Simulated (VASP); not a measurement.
# AlCo (P4/mmm) in VASP: notebook

The runs below take AlCo through single point, with PBE.

All numbers are computed with VASP 6.6.1; they aren't measurements. Logs are shortened: lines on timing, memory, paths and dates and some standing lists are left out, and cuts for length are marked.

### Step 1. The cell of the first run

The structure is tetragonal, space group P4/mmm (No. 123). Conventional cell: a = 2.868 Å, b = 2.868 Å, c = 2.795 Å, α = 90.00°, β = 90.00°, γ = 90.00°. Al (site symmetry 4/mmm) has 8 Co at 2.46 Å and 6 Al at 2.79 to 2.87 Å within 3.3 Å. Within 3.3 Å of Co (site symmetry 4/mmm) lie 8 Al at 2.46 Å and 6 Co at 2.79 to 2.87 Å.

### Step 2. Single point, PBE (uniaxial strain along a: -2.0 %, then relaxed in part)

File INCAR:

```
PREC     = Accurate       # precision mode
ENCUT    = 520            # plane-wave cutoff, eV
EDIFF    = 1E-6           # SCF threshold, eV
ISMEAR   = 0              # smearing method
SIGMA    = 0.1            # smearing width, eV
LREAL    = False          # projectors in reciprocal space
LASPH    = True           # aspherical terms in the spheres
NELM     = 80             # most SCF steps
ALGO     = Fast           # electronic algorithm
ISIF     = 2              # what is computed and relaxed
LWAVE    = False          # write WAVECAR
LCHARG   = True           # write CHGCAR
GGA      = PE             # functional
LELF     = True           # ELF
LVHAR    = True         
NBANDS   = 13             # bands
```

File KPOINTS:

```
Automatic mesh
0
Gamma
  18 18 18
```

File POSCAR:

```
AlCo
1.0
    2.7948643612      0.0000000000      0.0000000000
    0.0000000000      2.8680374201      0.0000000000
    0.0000000000      0.0000000000      2.8680374201
Al Co
1 1
Direct
    0.0000000000      0.0000000000      0.0000000000
    0.5000000000      0.5000000000      0.5000000000
```

Potentials or basis: VASP PAW PBE potentials, release 64 (Al, Co).

Command:

```sh
cat potpaw_PBE.64/Al/POTCAR potpaw_PBE.64/Co/POTCAR > POTCAR
mpirun -np 1 vasp_std > vasp.out
```

OUTCAR:

```text
PREC = Accurate
   ENCUT = 520
   EDIFF = 1E-6
   ISMEAR = 0
   LREAL = False
   LASPH = True
   NELM = 80
   ISIF = 2
   GGA = PE

 ion  position               nearest neighbor table
   1  0.000  0.000  0.000-   2 2.46   2 2.46   2 2.46   2 2.46   2 2.46   2 2.46   2 2.46   2 2.46

   2  0.500  0.500  0.500-   1 2.46   1 2.46   1 2.46   1 2.46   1 2.46   1 2.46   1 2.46   1 2.46

  LATTYP: Found a simple tetragonal cell.
 ALAT       =     2.8680374201
 C/A-ratio  =     0.9744867140

  Lattice vectors:

 A1 = (   0.0000000000,   2.8680374201,   0.0000000000)
 A2 = (   0.0000000000,   0.0000000000,   2.8680374201)
 A3 = (   2.7948643612,   0.0000000000,   0.0000000000)

Analysis of symmetry for initial positions (statically):
=====================================================================
 Subroutine PRICEL returns:
 Original cell was already a primitive cell.

 Routine SETGRP: Setting up the symmetry group for a
 simple tetragonal supercell.

 Subroutine GETGRP returns: Found 16 space group operations
 (whereof 16 operations were pure point group operations)
 out of a pool of 16 trial point group operations.

The static configuration has the point symmetry D_4h.

Analysis of symmetry for dynamics (positions and initial velocities):
=====================================================================
 Subroutine PRICEL returns:
 Original cell was already a primitive cell.

 Routine SETGRP: Setting up the symmetry group for a
 simple tetragonal supercell.

 Subroutine GETGRP returns: Found 16 space group operations
 (whereof 16 operations were pure point group operations)
 out of a pool of 16 trial point group operations.

The dynamic configuration has the point symmetry D_4h.

 Subroutine INISYM returns: Found 16 space group operations
 (whereof 16 operations are pure point group operations),
 and found     1 'primitive' translations

----------------------------------------------------------------------------------------

                                     Primitive cell

  volume of cell :      22.9895

  direct lattice vectors                    reciprocal lattice vectors
     2.794864361  0.000000000  0.000000000     0.357799117  0.000000000  0.000000000
     0.000000000  2.868037420  0.000000000     0.000000000  0.348670486  0.000000000
     0.000000000  0.000000000  2.868037420     0.000000000  0.000000000  0.348670486

  length of vectors
     2.794864361  2.868037420  2.868037420     0.357799117  0.348670486  0.348670486

  position of ions in fractional coordinates (direct lattice)
     0.000000000  0.000000000  0.000000000
     0.500000000  0.500000000  0.500000000

  ion indices of the primitive-cell ions
   primitive index   ion index
                 1           1
                 2           2

----------------------------------------------------------------------------------------

 KPOINTS: Automatic mesh

Automatic generation of k-mesh.
 Grid dimensions read from file:
 generate k-points for:   18   18   18

 Generating k-lattice:

  Cartesian coordinates                     Fractional coordinates (reciprocal lattice)
     0.019877729  0.000000000  0.000000000     0.055555556  0.000000000  0.000000000
     0.000000000  0.019370583  0.000000000     0.000000000  0.055555556  0.000000000
     0.000000000  0.000000000  0.019370583     0.000000000  0.000000000  0.055555556

  Length of vectors
     0.019877729  0.019370583  0.019370583

  Shift w.r.t. Gamma in fractional coordinates (k-lattice)
     0.000000000  0.000000000  0.000000000

 Subroutine IBZKPT returns following result:
 ===========================================

 Found    550 irreducible k-points:

 Following reciprocal coordinates:
            Coordinates               Weight
  0.000000  0.000000  0.000000      1.000000
  0.055556  0.000000  0.000000      2.000000
  0.111111  0.000000  0.000000      2.000000
  0.166667  0.000000  0.000000      2.000000
  0.222222  0.000000  0.000000      2.000000
  0.277778  0.000000  0.000000      2.000000
[... 16 lines left out ...]
  0.111111  0.111111  0.000000      8.000000
  0.166667  0.111111  0.000000      8.000000
 [... further k-points ...]
   k-points           NKPTS =    550   k-points in BZ     NKDIM =    550   number of bands    NBANDS=     13
   number of dos      NEDOS =    301   number of ions     NIONS =      2
   total plane-waves  NPLWV =  13824
   dimension x,y,z NGX =    24 NGY =   24 NGZ =   24
   dimension x,y,z NGXF=    48 NGYF=   48 NGZF=   48
   ions per type =               1   1
   NGX,Y,Z   is equivalent  to a cutoff of  14.28, 13.91, 13.91 a.u.
   NGXF,Y,Z  is equivalent  to a cutoff of  28.55, 27.82, 27.82 a.u.
 SYSTEM =  unknown system
   PREC   = accura    normal or accurate (medium, high low for compatibility)
   ISTART =      0    job   : 0-new  1-cont  2-samecut
   ICHARG =      2    charge: 1-file 2-atom 10-const
   ISPIN  =      1    spin polarized calculation?
   LNONCOLLINEAR =      F non collinear calculations
   LSORBIT =      F    spin-orbit coupling
   LASPH  =      T    aspherical Exc in radial PAW
   ENCUT  =  520.0 eV  38.22 Ry    6.18 a.u.   5.20  5.33  5.33*2*pi/ulx,y,z
   NELM   =     80;   NELMIN=  2; NELMDL= -5     # of ELM steps
   EDIFF  = 0.1E-05   stopping-criterion for ELM
   LREAL  =      F    real-space projection
   EDIFFG = 0.1E-04   stopping-criterion for IOM
   NSW    =      0    number of steps for IOM
   IBRION =     -1    ionic relax: 0-MD 1-quasi-New 2-CG
   NFREE  =      0    steps in history (QN), initial steepest desc. (CG)
   ISIF   =      2    stress and relaxation
   ISYM   =      2    0-nonsym 1-usesym 2-fastsym
   POTIM  = 0.5000    time-step for ionic-motion
   TEBEG  =    0.0;   TEEND  =   0.0 temperature during run
   PSTRESS=    0.0 pullay stress
   NELECT =      12.0000    total number of electrons
   NUPDOWN=      -1.0000    fix difference up-down
   EMIN   =  10.00;   EMAX   =-10.00  energy-range for DOS
   EFERMI =   0.00;   METHOD = LEGACY
   ISMEAR =     0;   SIGMA  =   0.10  broadening in eV -4-tet -1-fermi 0-gaus
   EFERMI_NEDOS =   21; number of points for ismear=-14 and -15
   IALGO  =     68    algorithm
   IMIX   =      4    mixing-type and parameters
     AMIX     =   0.40;   BMIX     =  1.00
     AMIX_MAG =   1.60;   BMIX_MAG =  1.00
  volume/ion in A,a.u.               =      11.49        77.57
  Fermi-wavevector in a.u.,A,eV,Ry     =   1.318131  2.490906 23.639693  1.737468
  Thomas-Fermi vector in A             =   2.448122
   LORBIT       =      0    0 simple, 1 ext, 2 COOP (PROOUT), +10 PAW based schemes
   GGA     = PE    functional components
   LHFCALC =     F    Hartree Fock is set to
   AEXX    =    0.0000 exact exchange contribution
   IVDW    =     0    specifies the selected vdW correction
   LEPSILON=     F    determine dielectric tensor
   LRPA    =     F    only Hartree local field effects (RPA)
 non-spin polarized calculation
 RMM-DIIS sequential band-by-band and
 Gauss-broadening in eV      SIGMA  =   0.10
  energy-cutoff  :      520.00
  volume of cell :       22.99
 maximum number of plane-waves:       636
 NGX is ok and might be reduce to    24
   NGX = 11   NGY = 11   NGZ = 11

 number of electron      12.0000000 magnetization

 Free energy of the ion-electron system (eV)
  ---------------------------------------------------
  ext. energy  EPLUGINS =         0.00000000
  ---------------------------------------------------
  free energy    TOTEN  =       -11.98361717 eV

  energy without entropy =      -11.97945941  energy(sigma->0) =      -11.98153829

 E-fermi :  10.6514     XC(G=0): -12.2989

 val. band max:       10.6440799770   @ k =   0.5000   0.3889   0.0000
 cond. band min:      10.6547607525   @ k =   0.3333   0.5000   0.0000
 fundamental gap:      0.0106807754
 Fermi energy:        10.6513666532

 k-point     1 :       0.0000    0.0000    0.0000
  band No.  band energies     occupation
      1      -0.4546      2.00000
      2       7.6497      2.00000
      3       7.7007      2.00000
      4       9.7469      2.00000
      5       9.8518      2.00000
      6       9.8518      2.00000
      7      16.3540      0.00000
      8      16.3540      0.00000
      9      17.3107      0.00000
     10      19.3355      0.00000
     11      19.4936      0.00000
     12      25.9844      0.00000
     13      31.9926      0.00000

 k-point     2 :       0.0556    0.0000    0.0000
  band No.  band energies     occupation
      1      -0.3938      2.00000
      2       7.6675      2.00000
      3       7.7002      2.00000
      4       9.7508      2.00000
      5       9.8155      2.00000
      6       9.8155      2.00000
      7      16.4406      0.00000
      8      16.4406      0.00000
      9      16.5938      0.00000
     10      19.3300      0.00000
     11      20.1256      0.00000
     12      26.2189      0.00000
     13      31.8428      0.00000

 k-point     3 :       0.1111    0.0000    0.0000
  band No.  band energies     occupation
      1      -0.2119      2.00000
      2       7.6888      2.00000
      3       7.7195      2.00000
      4       9.7146      2.00000
      5       9.7146      2.00000
      6       9.7621      2.00000
      7      15.3390      0.00000
      8      16.6931      0.00000
      9      16.6931      0.00000
     10      19.3139      0.00000
     11      21.1197      0.00000
     12      26.9335      0.00000
     13      30.4289      0.00000
[... 305 lines left out ...]
 k-point    23 :       0.1111    0.1111    0.0000
  band No.  band energies     occupation
      1       0.0170      2.00000
      2       7.6868      2.00000
      3       7.7580      2.00000
      4       9.5894      2.00000
      5       9.6310      2.00000
      6       9.7400      2.00000
      7      14.8140      0.00000
      8      15.7622      0.00000
      9      17.0121      0.00000
     10      20.1049      0.00000
     11      22.0957      0.00000
     12      27.4504      0.00000
     13      28.4473      0.00000

 k-point    24 :       0.1667    0.1111    0.0000
  band No.  band energies     occupation
      1       0.3155      2.00000
      2       7.6988      2.00000
      3       7.7896      2.00000
      4       9.4296      2.00000
      5       9.5680      2.00000
      6       9.6801      2.00000
      7      14.1752      0.00000
      8      15.4605      0.00000
      9      17.4054      0.00000
     10      20.2104      0.00000
     11      23.0178      0.00000
     12      27.0434      0.00000
     13      28.4998      0.00000

 [... further k-points ...]
[... 5 lines left out ...]
  --------------------------------------------------------------------------------------
  -------------------------------------------------------------------------------------
  Total        0.6874890     -0.0428920     -0.0428920      0.0000000      0.0000000     -0.0000000
  in kB       47.9121873     -2.9892079     -2.9892079      0.0000000      0.0000000     -0.0000000
  external PRESSURE =      13.9779238 kB  Pullay stress =       0.0000000 kB

 VOLUME and BASIS-vectors are now :
 -----------------------------------------------------------------------------
  energy-cutoff  :      520.00
  volume of cell :       22.99
      direct lattice vectors                 reciprocal lattice vectors
     2.794864361  0.000000000  0.000000000     0.357799117  0.000000000  0.000000000
     0.000000000  2.868037420  0.000000000     0.000000000  0.348670486  0.000000000
     0.000000000  0.000000000  2.868037420     0.000000000  0.000000000  0.348670486

 POSITION                                       TOTAL-FORCE (eV/Angst)
 -----------------------------------------------------------------------------------
      0.00000      0.00000      0.00000         0.000000      0.000000      0.000000
      1.39743      1.43402      1.43402         0.000000      0.000000      0.000000
 -----------------------------------------------------------------------------------
    total drift:                                0.000000     -0.000000     -0.000000

  FREE ENERGIE OF THE ION-ELECTRON SYSTEM (eV)
  ---------------------------------------------------
  free  energy   TOTEN  =       -11.9836171723 eV

  energy  without entropy=      -11.9794594063  energy(sigma->0) =      -11.98153829
```

Wall time 2.7 min (1 thread of AMD EPYC 9R45 (Zen 5), shared host); peak memory 0.24 GiB.

Results:

```
Free energy            : -11.9836 eV
Pressure               : 1.4 GPa
Band gap on the k mesh : zero (band 6 reaches 13.02 eV, above the bottom of band 7 at 10.36 eV)
```

Stress tensor (GPa, compression positive):
```
 4.79  0.00  0.00
 0.00 -0.30  0.00
 0.00  0.00 -0.30
```

Caveat: the cell differs from its parent crystal (uniaxial strain along a: -2.0 %, then relaxed in part). Spin polarisation is off, so any magnetic state and its effect on volume and gap are missing.

### Step 3. Single point, PBE (uniaxial strain along a: -2.0 %)

File INCAR:

```
SYSTEM = AlCo
PREC     = Accurate       ! precision mode
ENCUT    = 520            ! plane-wave cutoff, eV
EDIFF    = 1E-7           ! SCF threshold, eV
ISMEAR   = 0              ! smearing method
SIGMA    = 0.1            ! smearing width, eV
LREAL    = .FALSE.        ! projectors in reciprocal space
LASPH    = .TRUE.         ! aspherical terms in the spheres
NELM     = 60             ! most SCF steps
ALGO     = Fast           ! electronic algorithm
ISIF     = 2              ! what is computed and relaxed
LWAVE    = .FALSE.        ! write WAVECAR
LCHARG   = .FALSE.        ! write CHGCAR
GGA      = PE             ! functional
NBANDS   = 13             ! bands
```

File KPOINTS:

```
Automatic mesh
0
G
  18 18 18
  0 0 0
```

File POSCAR:

```
AlCo
1.0
    2.7948643612      0.0000000000      0.0000000000
    0.0000000000      2.8661619215      0.0000000000
    0.0000000000      0.0000000000      2.8661619215
Al Co
1 1
Direct
    0.0000000000      0.0000000000      0.0000000000
    0.5000000000      0.5000000000      0.5000000000
```

Potentials or basis: VASP PAW PBE potentials, release 64 (Al, Co).

Command:

```sh
cat potpaw_PBE.64/Al/POTCAR potpaw_PBE.64/Co/POTCAR > POTCAR
mpirun -np 1 vasp_std > vasp.out
```

Run time: 2.9 min. Hardware: 1 thread of AMD EPYC 9R45 (Zen 5), shared host; peak memory 0.25 GiB.

The run converged. Its results:

| Item | Value |
| --- | --- |
| Free energy | -11.9836 eV |
| Pressure | 1.7 GPa |
| Band gap on the k mesh | zero (band 6 reaches 13.04 eV, above the bottom of band 7 at 10.38 eV) |

Stress tensor (GPa, compression positive):
```
5.03 0.00 0.00
0.00 0.05 0.00
0.00 0.00 0.05
```

Levels at points of the mesh, in eV from the Fermi level:
| k point | band 4 | band 5 | band 6 | band 7 | band 8 | band 9 |
| --- | --- | --- | --- | --- | --- | --- |
| (0.00, 0.00, 0.00) | -0.91 | -0.80 | -0.80 | 5.72 | 5.72 | 6.65 |
| (0.50, 0.00, 0.00) | -1.77 | -1.77 | -0.77 | 0.35 | 8.43 | 10.44 |
| (0.00, 0.50, 0.00) | -1.79 | -1.60 | -0.70 | 0.12 | 8.41 | 10.37 |
| (0.50, 0.50, 0.00) | -2.54 | -1.56 | -1.55 | -0.20 | 2.55 | 3.59 |
| (0.00, 0.50, 0.50) | -2.79 | -1.42 | -1.42 | -0.29 | 2.31 | 3.35 |
| (0.50, 0.50, 0.50) | -0.24 | -0.14 | 2.37 | 2.37 | 2.47 | 4.21 |

Caveat: the cell differs from its parent crystal (uniaxial strain along a: -2.0 %). Spin polarisation is off, so any magnetic state and its effect on volume and gap are missing.

[end of part 1 of 2]
